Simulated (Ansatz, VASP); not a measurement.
## Na in VASP and in Ansatz

```
CELL_PARAMETERS angstrom
-2.11250 2.11250 2.11250
2.11250 -2.11250 2.11250
2.11250 2.11250 -2.11250
ATOMIC_POSITIONS crystal
Na 0.00000 0.00000 0.00000
```

Alike in both runs: task single point; functional r2SCAN; k mesh 11 × 11 × 11; no spin polarisation.

|  | VASP | Ansatz |
| --- | --- | --- |
| version | VASP 6.6.1 | Ansatz 0.2.0 |
| potentials or method | VASP PAW PBE potentials, release 64 (Na_pv), cutoff 520 eV | plane waves (500 eV) with PAW, scalar-relativistic |
| occupations | methfessel-paxton of order 1, width 0.03 eV | cold, width 0.03 eV |
| valence electrons in the cell | 7 | 9 |

```csv
,VASP,Ansatz,Ansatz less VASP
pressure (GPa),0.1,0.0,-0.09
```

VASP's potentials were made for PBE, not for r2SCAN. VASP's potentials hold 7 valence electrons a cell and Ansatz's 9, so a difference there can come from the potentials and not from the codes.
